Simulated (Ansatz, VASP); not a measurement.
ZrWS3: VASP beside Ansatz

```
Zr W S
1.0
     4.91724    0.00000    0.00000
     0.00000    4.91724    0.00000
     0.00000    0.00000    4.91724
Zr W S
1 1 3
Direct
  0.50000 0.50000 0.50000
  0.00000 0.00000 0.00000
  0.50000 0.50000 0.00000
  0.00000 0.50000 0.50000
  0.50000 0.00000 0.50000
```

Alike in both runs: task single point; functional PBE; k mesh 8 × 8 × 8; occupations gaussian, width 0.1 eV; collinear spin.

|  | VASP | Ansatz |
| --- | --- | --- |
| version | VASP 6.6.1 | Ansatz 0.2.0 |
| potentials or method | VASP PAW PBE potentials, release 64 (Zr_sv, W_sv, S), cutoff 520 eV | scalar-relativistic, plane waves, PAW |
| valence electrons in the cell | 44 | 44 |

|  | VASP | Ansatz | Ansatz less VASP |
| --- | --- | --- | --- |
| gap on the k mesh at the Fermi level (eV) | none | none | - |
| pressure (GPa) | 0.0 | 0.0 | +0.02 |
| net moment per atom (μB) | 0.80 | 0.80 | 0.000 |
| size of the moment on the site where the two differ most (μB) | 3.21 | 3.66 | +0.447 |

Site moments also hang on the region over which each program counts them. A gap of «none» marks a metal or a gap that the smearing closes. Ansatz's warnings: stability check not made.

Spin-orbit coupling is off throughout.
